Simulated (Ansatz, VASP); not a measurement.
## Ru: VASP beside Ansatz

The input INCAR:

```
  PREC = Accurate
  ENCUT = 600
  EDIFF = 1E-6
  ISMEAR = -1
  SIGMA = 0.1
  LREAL = False
  LASPH = True
  NELM = 120
  ALGO = Normal
  ISIF = 2
  LWAVE = False
  LCHARG = False
  GGA = B5
  ALDAX = 1.0
  AGGAX = 1.0
  AGGAC = 1.0
  ALDAC = 0.0
  NBANDS = 31
  GGA_COMPAT = False
```

KPOINTS

```
Automatic mesh
0
Gamma
  10 10 13
```

POSCAR

```
Ru
1.0
    4.2734297490      0.0000000000      0.0000000000
   -2.1367148745      3.7008987239      0.0000000000
    0.0000000000      0.0000000000      2.6958268073
Ru
3
Direct
    0.0000000000      0.0000000000      0.0000000000
    0.3333333333      0.6666666667      0.5000000000
    0.6666666667      0.3333333333      0.5000000000
```

Input for Ansatz:

```yaml
crystal:
  lattice:
    - [4.273429749, 0.0, 0.0]
    - [-2.1367148745, 3.7008987239, 0.0]
    - [0.0, 0.0, 2.6958268073]
  atoms:
    - { symbol: Ru, position: [0.0, 0.0, 0.0] }
    - { symbol: Ru, position: [0.3333333333, 0.6666666667, 0.5] }
    - { symbol: Ru, position: [0.6666666667, 0.3333333333, 0.5] }
hamiltonian:
  xc: blyp
  pseudopotentials:
    kind: paw
    azcp:
      Ru: "pseudopotentials/Ru.paw.azcp"
basis:
  ecutwfc: 420
  fft_grid_basis: typed
kpoints:
  mp_grid: { grid: [10, 10, 13], shift: [0, 0, 0] }
magnetization:
  spin_polarized: false
scf:
  occupations: { method: fermi_dirac, width: 0.1 }
  lower_state_search: "off"
output:
  stress: true
```

Alike in both runs: task single point; functional BLYP; k mesh 10 × 10 × 13; occupations fermi-dirac, width 0.1 eV; no spin polarisation.

|  | VASP | Ansatz |
| --- | --- | --- |
| version | VASP 6.6.1 | Ansatz 0.2.0 |
| potentials or method | VASP PAW PBE potentials, release 64 (Ru_sv), cutoff 600 eV | plane waves (420 eV) with PAW, scalar-relativistic |
| valence electrons in the cell | 48 | 48 |

|  | VASP | Ansatz | Ansatz less VASP |
| --- | --- | --- | --- |
| pressure (GPa) | 11.8 | 11.4 | -0.46 |
| traceless stress, the component that is largest in VASP (GPa) | -0.86 | -0.81 | +0.057 |

VASP's potentials were made for PBE, not for BLYP.
